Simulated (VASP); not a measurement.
A run of VASP 6.6.1 is set up as follows.

INCAR

```
PREC = Accurate
ENCUT = 520
EDIFF = 1E-7
ISMEAR = -1
SIGMA = 0.02
LREAL = F
LASPH = T
NELM = 80
ALGO = Normal
ISIF = 2
LWAVE = F
LCHARG = F
GGA = PE
NBANDS = 16
```

Contents of KPOINTS:

```
Automatic mesh
0
Gamma
  4 4 4
```

File POSCAR:

```
CdTe
1.0
    0.0000000000      3.2050000000      3.2050000000
    3.2050000000      0.0000000000      3.2050000000
    3.2050000000      3.2050000000      0.0000000000
Te Cd
1 1
Direct
    0.7500000000      0.7500000000      0.7500000000
    0.0000000000      0.0000000000      0.0000000000
```

Potentials or basis: VASP PAW PBE potentials, release 64 (Te, Cd).

The run is started by

```console
$ cat potpaw_PBE.64/Te/POTCAR potpaw_PBE.64/Cd/POTCAR > POTCAR
$ mpirun -np 1 vasp_std > vasp.out
```

**Question.** What does it give for the pressure?

**Answer.** 4.6 GPa.

**Question.** What does it give for the band gap on the k mesh?

**Answer.** 0.86 eV, direct.

Caveat: the k points lie up to 0.42 Å⁻¹ apart; spin-orbit coupling is left out, which moves the levels of the heavy elements.
